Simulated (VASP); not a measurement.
# NaCl in VASP: further runs

NaCl is run at these levels: PBEsol; tasks: single point.

All numbers are computed with VASP 6.6.1; they aren't measurements. Logs are shortened: lines on timing, memory, paths and dates and some standing lists are left out, and cuts for length are marked.

## 1. The cell of the first run

The structure is cubic, space group Pm-3m (No. 221). Conventional cell: a = 3.424 Å, b = 3.424 Å, c = 3.424 Å, α = 90.00°, β = 90.00°, γ = 90.00°. Na (site symmetry m-3m) has 8 Cl at 2.97 Å and 6 Na at 3.42 Å within 3.9 Å. Cl (site symmetry m-3m) has 8 Na at 2.97 Å and 6 Cl at 3.42 Å within 3.9 Å.

## 2. Single point, PBEsol (volume scaled by 0.980)

INCAR reads:

```
SYSTEM = NaCl
PREC = Accurate ; ENCUT = 520
EDIFF = 1E-7 ; ISMEAR = 0
SIGMA = 0.05 ; LREAL = .False.
LASPH = .True. ; NELM = 60
ALGO = Normal ; ISIF = 2
LWAVE = .False. ; LCHARG = .True.
GGA = PS ; LELF = .True.
LVHAR = .True. ; NBANDS = 14
```

KPOINTS reads:

```
regular mesh
0
Gamma
  10 10 10
  0 0 0
```

POSCAR reads:

```
NaCl
1.0
    3.4244109102      0.0000000000      0.0000000000
    0.0000000000      3.4244109102      0.0000000000
    0.0000000000      0.0000000000      3.4244109102
Na Cl
1 1
Direct
    0.0000000000      0.0000000000      0.0000000000
    0.5000000000      0.5000000000      0.5000000000
```

Potentials or basis: VASP PAW PBE potentials, release 64 (Na_pv, Cl).

Command:

```bash
cat potpaw_PBE.64/Na_pv/POTCAR potpaw_PBE.64/Cl/POTCAR > POTCAR
mpirun -np 1 vasp_std > vasp.out
```

OUTCAR:

```text
SYSTEM = NaCl
   PREC = Accurate
   ENCUT = 520
   EDIFF = 1E-7
   ISMEAR = 0
   LREAL = .False.
   LASPH = .True.
   NELM = 60
   ISIF = 2
   GGA = PS

 ion  position               nearest neighbor table
   1  0.000  0.000  0.000-
   2  0.500  0.500  0.500-

  LATTYP: Found a simple cubic cell.
 ALAT       =     3.4244109102

  Lattice vectors:

 A1 = (   3.4244109102,   0.0000000000,   0.0000000000)
 A2 = (   0.0000000000,   3.4244109102,   0.0000000000)
 A3 = (   0.0000000000,   0.0000000000,   3.4244109102)

Analysis of symmetry for initial positions (statically):
=====================================================================
 Subroutine PRICEL returns:
 Original cell was already a primitive cell.

 Routine SETGRP: Setting up the symmetry group for a
 simple cubic supercell.

 Subroutine GETGRP returns: Found 48 space group operations
 (whereof 48 operations were pure point group operations)
 out of a pool of 48 trial point group operations.

The static configuration has the point symmetry O_h .

Analysis of symmetry for dynamics (positions and initial velocities):
=====================================================================
 Subroutine PRICEL returns:
 Original cell was already a primitive cell.

 Routine SETGRP: Setting up the symmetry group for a
 simple cubic supercell.

 Subroutine GETGRP returns: Found 48 space group operations
 (whereof 48 operations were pure point group operations)
 out of a pool of 48 trial point group operations.

The dynamic configuration has the point symmetry O_h .

 Subroutine INISYM returns: Found 48 space group operations
 (whereof 48 operations are pure point group operations),
 and found     1 'primitive' translations

----------------------------------------------------------------------------------------

                                     Primitive cell

  volume of cell :      40.1567

  direct lattice vectors                    reciprocal lattice vectors
     3.424410910  0.000000000  0.000000000     0.292021030  0.000000000  0.000000000
     0.000000000  3.424410910  0.000000000     0.000000000  0.292021030  0.000000000
     0.000000000  0.000000000  3.424410910     0.000000000  0.000000000  0.292021030

  length of vectors
     3.424410910  3.424410910  3.424410910     0.292021030  0.292021030  0.292021030

  position of ions in fractional coordinates (direct lattice)
     0.000000000  0.000000000  0.000000000
     0.500000000  0.500000000  0.500000000

  ion indices of the primitive-cell ions
   primitive index   ion index
                 1           1
                 2           2

----------------------------------------------------------------------------------------

 KPOINTS: regular mesh

Automatic generation of k-mesh.
 Grid dimensions read from file:
 generate k-points for:   10   10   10

 Generating k-lattice:

  Cartesian coordinates                     Fractional coordinates (reciprocal lattice)
     0.029202103  0.000000000  0.000000000     0.100000000  0.000000000  0.000000000
     0.000000000  0.029202103  0.000000000     0.000000000  0.100000000  0.000000000
     0.000000000  0.000000000  0.029202103     0.000000000  0.000000000  0.100000000

  Length of vectors
     0.029202103  0.029202103  0.029202103

  Shift w.r.t. Gamma in fractional coordinates (k-lattice)
     0.000000000  0.000000000  0.000000000

 Subroutine IBZKPT returns following result:
 ===========================================

 Found     56 irreducible k-points:

 Following reciprocal coordinates:
            Coordinates               Weight
  0.000000  0.000000  0.000000      1.000000
  0.100000  0.000000  0.000000      6.000000
  0.200000  0.000000  0.000000      6.000000
  0.300000  0.000000  0.000000      6.000000
  0.400000  0.000000  0.000000      6.000000
  0.500000  0.000000  0.000000      3.000000
[... 16 lines left out ...]
  0.200000  0.100000  0.100000     24.000000
  0.300000  0.100000  0.100000     24.000000
 [... further k-points ...]
   k-points           NKPTS =     56   k-points in BZ     NKDIM =     56   number of bands    NBANDS=     14
   number of dos      NEDOS =    301   number of ions     NIONS =      2
   total plane-waves  NPLWV =  21952
   dimension x,y,z NGX =    28 NGY =   28 NGZ =   28
   dimension x,y,z NGXF=    56 NGYF=   56 NGZF=   56
   ions per type =               1   1
   NGX,Y,Z   is equivalent  to a cutoff of  13.59, 13.59, 13.59 a.u.
   NGXF,Y,Z  is equivalent  to a cutoff of  27.19, 27.19, 27.19 a.u.
 SYSTEM =  NaCl
   PREC   = accura    normal or accurate (medium, high low for compatibility)
   ISTART =      0    job   : 0-new  1-cont  2-samecut
   ICHARG =      2    charge: 1-file 2-atom 10-const
   ISPIN  =      1    spin polarized calculation?
   LNONCOLLINEAR =      F non collinear calculations
   LSORBIT =      F    spin-orbit coupling
   LASPH  =      T    aspherical Exc in radial PAW
   ENCUT  =  520.0 eV  38.22 Ry    6.18 a.u.   6.37  6.37  6.37*2*pi/ulx,y,z
   NELM   =     60;   NELMIN=  2; NELMDL= -5     # of ELM steps
   EDIFF  = 0.1E-06   stopping-criterion for ELM
   LREAL  =      F    real-space projection
   EDIFFG = 0.1E-05   stopping-criterion for IOM
   NSW    =      0    number of steps for IOM
   IBRION =     -1    ionic relax: 0-MD 1-quasi-New 2-CG
   NFREE  =      0    steps in history (QN), initial steepest desc. (CG)
   ISIF   =      2    stress and relaxation
   ISYM   =      2    0-nonsym 1-usesym 2-fastsym
   POTIM  = 0.5000    time-step for ionic-motion
   TEBEG  =    0.0;   TEEND  =   0.0 temperature during run
   PSTRESS=    0.0 pullay stress
   NELECT =      14.0000    total number of electrons
   NUPDOWN=      -1.0000    fix difference up-down
   EMIN   =  10.00;   EMAX   =-10.00  energy-range for DOS
   EFERMI =   0.00;   METHOD = LEGACY
   ISMEAR =     0;   SIGMA  =   0.05  broadening in eV -4-tet -1-fermi 0-gaus
   EFERMI_NEDOS =   21; number of points for ismear=-14 and -15
   IALGO  =     38    algorithm
   IMIX   =      4    mixing-type and parameters
     AMIX     =   0.40;   BMIX     =  1.00
     AMIX_MAG =   1.60;   BMIX_MAG =  1.00
  volume/ion in A,a.u.               =      20.08       135.50
  Fermi-wavevector in a.u.,A,eV,Ry     =   1.152210  2.177361 18.062930  1.327588
  Thomas-Fermi vector in A             =   2.288863
   LORBIT       =      0    0 simple, 1 ext, 2 COOP (PROOUT), +10 PAW based schemes
   GGA     = PS    functional components
   LHFCALC =     F    Hartree Fock is set to
   AEXX    =    0.0000 exact exchange contribution
   IVDW    =     0    specifies the selected vdW correction
   LEPSILON=     F    determine dielectric tensor
   LRPA    =     F    only Hartree local field effects (RPA)
 non-spin polarized calculation
 Gauss-broadening in eV      SIGMA  =   0.05
  energy-cutoff  :      520.00
  volume of cell :       40.16
 maximum number of plane-waves:      1108
 NGX is ok and might be reduce to    28
   NGX = 13   NGY = 13   NGZ = 13

 number of electron      14.0000013 magnetization

 Free energy of the ion-electron system (eV)
  ---------------------------------------------------
  ext. energy  EPLUGINS =         0.00000000
  ---------------------------------------------------
  free energy    TOTEN  =        -6.72883819 eV

  energy without entropy =       -6.72883819  energy(sigma->0) =       -6.72883819

 E-fermi :   1.0948     XC(G=0):  -8.8875

 val. band max:        0.8581883911   @ k =   0.5000   0.5000   0.0000
 cond. band min:       4.9182885106   @ k =   0.0000   0.0000   0.0000
 fundamental gap:      4.0601001195
 Fermi energy:         1.0947870752

 k-point     1 :       0.0000    0.0000    0.0000
  band No.  band energies     occupation
      1     -20.9694      2.00000
      2     -20.9694      2.00000
      3     -20.9694      2.00000
      4     -12.7617      2.00000
      5       0.2995      2.00000
      6       0.2995      2.00000
      7       0.2995      2.00000
      8       4.9183      0.00000
      9       9.1847      0.00000
     10       9.1847      0.00000
     11      17.0082      0.00000
     12      17.0093      0.00000
     13      17.0096      0.00000
     14      17.0738      0.00000

 k-point     2 :       0.1000    0.0000    0.0000
  band No.  band energies     occupation
      1     -20.9748      2.00000
      2     -20.9690      2.00000
      3     -20.9690      2.00000
      4     -12.7231      2.00000
      5      -0.0779      2.00000
      6       0.3233      2.00000
      7       0.3233      2.00000
      8       5.2397      0.00000
      9       9.2995      0.00000
     10       9.4560      0.00000
     11      15.7812      0.00000
     12      15.7812      0.00000
     13      16.7350      0.00000
     14      17.0881      0.00000

 k-point     3 :       0.2000    0.0000    0.0000
  band No.  band energies     occupation
      1     -20.9887      2.00000
      2     -20.9677      2.00000
      3     -20.9677      2.00000
      4     -12.6189      2.00000
      5      -0.8860      2.00000
      6       0.3868      2.00000
      7       0.3868      2.00000
      8       5.9302      0.00000
      9       9.6385      0.00000
     10      10.0592      0.00000
     11      14.5798      0.00000
     12      14.5798      0.00000
     13      16.2862      0.00000
     14      17.3141      0.00000

 k-point     4 :       0.3000    0.0000    0.0000
  band No.  band energies     occupation
      1     -21.0059      2.00000
      2     -20.9662      2.00000
      3     -20.9662      2.00000
      4     -12.4837      2.00000
      5      -1.6918      2.00000
      6       0.4679      2.00000
      7       0.4679      2.00000
      8       6.7018      0.00000
      9      10.1772      0.00000
     10      10.3768      0.00000
     11      13.6155      0.00000
     12      13.6155      0.00000
     13      15.8047      0.00000
     14      16.6543      0.00000

 k-point     5 :       0.4000    0.0000    0.0000
  band No.  band energies     occupation
      1     -21.0197      2.00000
      2     -20.9649      2.00000
      3     -20.9649      2.00000
      4     -12.3685      2.00000
      5      -2.2570      2.00000
      6       0.5359      2.00000
      7       0.5359      2.00000
      8       7.4315      0.00000
      9      10.0955      0.00000
     10      10.8249      0.00000
     11      12.9956      0.00000
[... 276 lines left out ...]
 k-point    22 :       0.1000    0.1000    0.1000
  band No.  band energies     occupation
      1     -20.9752      2.00000
      2     -20.9729      2.00000
      3     -20.9729      2.00000
      4     -12.6483      2.00000
      5      -0.1679      2.00000
      6       0.0687      2.00000
      7       0.0687      2.00000
      8       5.8454      0.00000
      9       9.7351      0.00000
     10       9.7351      0.00000
     11      14.5789      0.00000
     12      15.2369      0.00000
     13      15.2369      0.00000
     14      18.0606      0.00000

 k-point    23 :       0.2000    0.1000    0.1000
  band No.  band energies     occupation
      1     -20.9874      2.00000
      2     -20.9727      2.00000
      3     -20.9716      2.00000
      4     -12.5488      2.00000
      5      -0.8200      2.00000
      6       0.0415      2.00000
      7       0.1413      2.00000
      8       6.4870      0.00000
      9      10.0090      0.00000
     10      10.2588      0.00000
     11      13.7339      0.00000
     12      13.9109      0.00000
     13      15.3518      0.00000
     14      17.5296      0.00000

 k-point    24 :       0.3000    0.1000    0.1000
  band No.  band energies     occupation
      1     -21.0040      2.00000
      2     -20.9709      2.00000
      3     -20.9700      2.00000
      4     -12.4197      2.00000
      5      -1.5907      2.00000
      6       0.1482      2.00000
      7       0.2345      2.00000
      8       7.2020      0.00000
      9      10.2957      0.00000
     10      10.4270      0.00000
     11      12.8328      0.00000
     12      13.4782      0.00000
     13      15.6236      0.00000
     14      17.2059      0.00000

 [... further k-points ...]

------------------------ aborting loop because EDIFF is reached ----------------------------------------

  FORCE on cell =-STRESS in cart. coord.  units (eV):
  Direction    XX          YY          ZZ          XY          YZ          ZX
  --------------------------------------------------------------------------------------
  -------------------------------------------------------------------------------------
  Total        0.1497614      0.1497614      0.1497614     -0.0000000     -0.0000000     -0.0000000
  in kB        5.9752060      5.9752060      5.9752060     -0.0000000     -0.0000000     -0.0000000
  external PRESSURE =       5.9752060 kB  Pullay stress =       0.0000000 kB

 VOLUME and BASIS-vectors are now :
 -----------------------------------------------------------------------------
  energy-cutoff  :      520.00
  volume of cell :       40.16
      direct lattice vectors                 reciprocal lattice vectors
     3.424410910  0.000000000  0.000000000     0.292021030  0.000000000  0.000000000
     0.000000000  3.424410910  0.000000000     0.000000000  0.292021030  0.000000000
     0.000000000  0.000000000  3.424410910     0.000000000  0.000000000  0.292021030

 POSITION                                       TOTAL-FORCE (eV/Angst)
 -----------------------------------------------------------------------------------
      0.00000      0.00000      0.00000         0.000000      0.000000      0.000000
      1.71221      1.71221      1.71221         0.000000      0.000000      0.000000
 -----------------------------------------------------------------------------------
    total drift:                               -0.000000      0.000000      0.000000

  FREE ENERGIE OF THE ION-ELECTRON SYSTEM (eV)
  ---------------------------------------------------
  free  energy   TOTEN  =        -6.7288381891 eV

  energy  without entropy=       -6.7288381891  energy(sigma->0) =       -6.72883819
```

It took 11 s on 1 thread of Intel Xeon 6975P-C (Granite Rapids), shared host; peak memory 0.16 GiB.

What came out:

| Quantity | Value |
| --- | --- |
| Free energy | -6.7288 eV |
| Pressure | 0.6 GPa |
| Band gap on the k mesh | 4.06 eV, indirect (least direct gap 4.62 eV) |

Levels at points of the mesh, in eV from the valence-band top:
```
           k point  band 3  band 4  band 5  band 6  band 7  band 8  band 9  band 10  band 11  band 12
(0.00, 0.00, 0.00)  -21.83  -13.62   -0.56   -0.56   -0.56    4.06    8.33     8.33    16.15    16.15
(0.50, 0.00, 0.00)  -21.82  -13.18   -3.32   -0.30   -0.30    6.95    8.95    10.35    11.92    11.92
(0.50, 0.50, 0.00)  -21.82  -12.87   -2.56   -2.56    0.00    5.40    9.87    11.31    11.31    12.63
(0.50, 0.50, 0.50)  -21.86  -12.54   -2.10   -2.10   -2.10    6.95    6.95     6.95    12.19    16.38
```

Caveat: the cell differs from its parent crystal (volume scaled by 0.980); the PAW data sets were made with another functional, which shifts forces and pressure a little.

## 3. Single point, PBEsol

This run uses another cell than the first one, of 20.49 Å³/atom, 1.020 times its volume.

INCAR reads:

```
  PREC = Accurate
  ENCUT = 520
  EDIFF = 1E-6
  ISMEAR = 0
  SIGMA = 0.05
  LREAL = False
  LASPH = True
  NELM = 60
  ALGO = Normal
  ISIF = 2
  LWAVE = False
  LCHARG = True
  GGA = PS
  LELF = True
  LVHAR = True
  NBANDS = 14
```

KPOINTS reads:

```
Automatic mesh
0
Gamma
  10 10 10
```

POSCAR reads:

```
NaCl
1.0
    3.4475495236      0.0000000000      0.0000000000
    0.0000000000      3.4475495236      0.0000000000
    0.0000000000      0.0000000000      3.4475495236
Na Cl
1 1
Direct
    0.0000000000      0.0000000000      0.0000000000
    0.5000000000      0.5000000000      0.5000000000
```

Potentials or basis: VASP PAW PBE potentials, release 64 (Na_pv, Cl).

Command:

```bash
cat potpaw_PBE.64/Na_pv/POTCAR potpaw_PBE.64/Cl/POTCAR > POTCAR
mpirun -np 1 vasp_std > vasp.out
```

Wall time 12 s (1 thread of Intel Xeon 6975P-C (Granite Rapids), shared host); peak memory 0.16 GiB.

It converged, with:

```
Free energy            : -6.7305 eV
Pressure               : 0.0 GPa
Band gap on the k mesh : 3.99 eV, indirect (least direct gap 4.53 eV)
```

Levels at points of the mesh, in eV from the valence-band top:
```csv
k point,band 4,band 5,band 6,band 7,band 8,band 9,band 10,band 11
"(0.00, 0.00, 0.00)",-13.54,-0.54,-0.54,-0.54,3.99,8.35,8.35,16.02
"(0.50, 0.00, 0.00)",-13.13,-3.22,-0.28,-0.28,6.89,8.81,10.36,11.88
"(0.50, 0.50, 0.00)",-12.82,-2.48,-2.48,0.00,5.41,9.83,11.18,11.18
"(0.50, 0.50, 0.50)",-12.51,-2.03,-2.03,-2.03,6.96,6.96,6.96,12.03
```

Caveat: the PAW data sets were made with another functional, which shifts forces and pressure a little. PBEsol gaps usually lie below the measured ones, often by a third to a half.

## 4. Single point, PBEsol (volume scaled by 1.020)

INCAR reads:

```
PREC     = Accurate       # precision mode
ENCUT    = 520            # plane-wave cutoff, eV
EDIFF    = 1E-6           # SCF threshold, eV
ISMEAR   = 0              # smearing method
SIGMA    = 0.05           # smearing width, eV
LREAL    = F              # projectors in reciprocal space
LASPH    = T              # aspherical terms in the spheres
NELM     = 80             # most SCF steps
ALGO     = Normal         # electronic algorithm
ISIF     = 2              # what is computed and relaxed
LWAVE    = F              # write WAVECAR
LCHARG   = F              # write CHGCAR
GGA      = PS             # functional
NBANDS   = 14             # bands
```

KPOINTS is that of step 3.

POSCAR reads:

```
NaCl
1.0
    3.4703816428      0.0000000000      0.0000000000
    0.0000000000      3.4703816428      0.0000000000
    0.0000000000      0.0000000000      3.4703816428
Na Cl
1 1
Direct
    0.0000000000      0.0000000000      0.0000000000
    0.5000000000      0.5000000000      0.5000000000
```

Command:

```bash
cat potpaw_PBE.64/Na_pv/POTCAR potpaw_PBE.64/Cl/POTCAR > POTCAR
mpirun -np 1 vasp_std > vasp.out
```

Wall time 11 s (1 thread of Intel Xeon 6975P-C (Granite Rapids), shared host); peak memory 0.16 GiB.

The run converged. Its results:

- Free energy: -6.7292 eV
- Pressure: -0.6 GPa
- Band gap on the k mesh: 3.92 eV, indirect (least direct gap 4.45 eV)

Levels at points of the mesh, in eV from the valence-band top:
```csv
k point,band 4,band 5,band 6,band 7,band 8,band 9,band 10,band 11
"(0.00, 0.00, 0.00)",-13.47,-0.52,-0.52,-0.52,3.92,8.38,8.38,15.84
"(0.50, 0.00, 0.00)",-13.07,-3.13,-0.27,-0.27,6.83,8.67,10.37,11.83
"(0.50, 0.50, 0.00)",-12.79,-2.40,-2.40,0.00,5.42,9.79,11.05,11.05
"(0.50, 0.50, 0.50)",-12.49,-1.97,-1.97,-1.97,6.96,6.96,6.96,11.88
```

Caveat: the cell differs from its parent crystal (volume scaled by 1.020); the PAW data sets were made with another functional, which shifts forces and pressure a little. A k mesh can miss the band edges.

[end of part 1 of 2]
